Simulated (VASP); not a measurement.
Write the native input for VASP 6.6.1 that does the following.

* Task: single point
* Functional: LDA
* Potentials or basis: VASP PAW LDA potentials, release 64 (C)
* Cutoff: 600 eV
* k mesh: 10 × 10 × 10
* Occupations: gaussian, width 0.1 eV
* Spin: no spin polarisation
* Dipole correction: no
* Further INCAR settings: ALGO = Normal; EDIFF = 1e-06; NBANDS = 11

The structure of C lies in POSCAR:

```
C
1.0
    0.0000000000      1.7657474443      1.7657474443
    1.7657474443      0.0000000000      1.7657474443
    1.7657474443      1.7657474443      0.0000000000
C
2
Direct
    0.0000000000      0.0000000000      0.0000000000
    0.2500000000      0.2500000000      0.2500000000
```

The input as run:

INCAR

```
PREC = Accurate ; ENCUT = 600
EDIFF = 1E-6 ; ISMEAR = 0
SIGMA = 0.1 ; LREAL = False
LASPH = True ; NELM = 120
ALGO = Normal ; ISIF = 2
LWAVE = False ; LCHARG = False
GGA = CA ; NBANDS = 11
GGA_COMPAT = False
```

KPOINTS

```
Automatic mesh
0
Gamma
  10 10 10
```

Potentials or basis: VASP PAW LDA potentials, release 64 (C).

Run with:

```bash
$ cat potpaw_LDA.64/C/POTCAR > POTCAR
$ mpirun -np 1 vasp_std > vasp.out
```

Results of the run:

The pressure is 0.9 GPa and the band gap on the k mesh is 4.20 eV, indirect (least direct gap 5.63 eV).

Run time: 2.8 s on 1 thread of Intel(R) Xeon(R) Platinum 8559C (Emerald Rapids) (shared host), peak memory 0.11 GiB.
